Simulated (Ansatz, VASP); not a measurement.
**Fe in VASP and in Ansatz**

The input INCAR:

```
ALGO = Normal
EDIFF = 1E-6
ENCUT = 520
GGA = RE
ISIF = 2
ISMEAR = -1
ISPIN = 2
LASPH = T
LCHARG = F
LMAXMIX = 4
LORBIT = 11
LREAL = F
LWAVE = F
MAGMOM = 2.489 2.489 2.437 2.437 2.437 2.437 2.437 2.437
NBANDS = 46
NELM = 150
PREC = Accurate
SIGMA = 0.05
```

KPOINTS

```
k-points
0
Gamma
  7 7 7
```

File POSCAR:

```
Fe
1.0
    4.5856879341      0.0000000000      0.0000000000
    0.0000000000      4.5856879341      0.0000000000
    0.0000000000      0.0000000000      4.5856879341
Fe
8
Direct
    1.0000000000      1.0000000000      1.0000000000
    0.5000000000      0.5000000000      0.5000000000
    0.2500000000      0.0000000000      0.5000000000
    0.7500000000      1.0000000000      0.5000000000
    0.5000000000      0.2500000000      1.0000000000
    0.5000000000      0.7500000000      1.0000000000
    0.0000000000      0.5000000000      0.2500000000
    0.0000000000      0.5000000000      0.7500000000
```

Input for Ansatz:

```yaml
crystal:
  lattice:
    - [4.5856879341, 0.0, 0.0]
    - [0.0, 4.5856879341, 0.0]
    - [0.0, 0.0, 4.5856879341]
  atoms:
    - { symbol: Fe, position: [1.0, 1.0, 1.0], spin: 2.489 }
    - { symbol: Fe, position: [0.5, 0.5, 0.5], spin: 2.489 }
    - { symbol: Fe, position: [0.25, 0.0, 0.5], spin: 2.437 }
    - { symbol: Fe, position: [0.75, 1.0, 0.5], spin: 2.437 }
    - { symbol: Fe, position: [0.5, 0.25, 1.0], spin: 2.437 }
    - { symbol: Fe, position: [0.5, 0.75, 1.0], spin: 2.437 }
    - { symbol: Fe, position: [0.0, 0.5, 0.25], spin: 2.437 }
    - { symbol: Fe, position: [0.0, 0.5, 0.75], spin: 2.437 }
hamiltonian:
  xc: revpbe
  pseudopotentials:
    kind: paw
    azcp:
      Fe: "pseudopotentials/Fe.paw.azcp"
basis:
  ecutwfc: 420
  fft_grid_basis: typed
kpoints:
  mp_grid: { grid: [7, 7, 7], shift: [0, 0, 0] }
magnetization:
  spin_polarized: true
scf:
  occupations: { method: fermi_dirac, width: 0.05 }
```

Alike in both runs: task single point; functional revPBE; k mesh 7 × 7 × 7; occupations fermi-dirac, width 0.05 eV; collinear spin.

|  | VASP | Ansatz |
| --- | --- | --- |
| version | VASP 6.6.1 | Ansatz 0.2.0 |
| potentials or method | VASP PAW PBE potentials, release 64 (Fe), cutoff 520 eV | plane waves (420 eV) with PAW, scalar-relativistic |
| valence electrons in the cell | 64 | 128 |

```csv
,VASP,Ansatz,Ansatz less VASP
net moment per atom (μB),2.43,2.40,-0.034
size of the moment on the site where the two differ most (μB),2.44,2.46,+0.028
```

VASP's potentials were made for PBE, not for revPBE. Site moments also hang on the region over which each program counts them. VASP's potentials hold 64 valence electrons a cell and Ansatz's 128, so a difference there can come from the potentials and not from the codes.
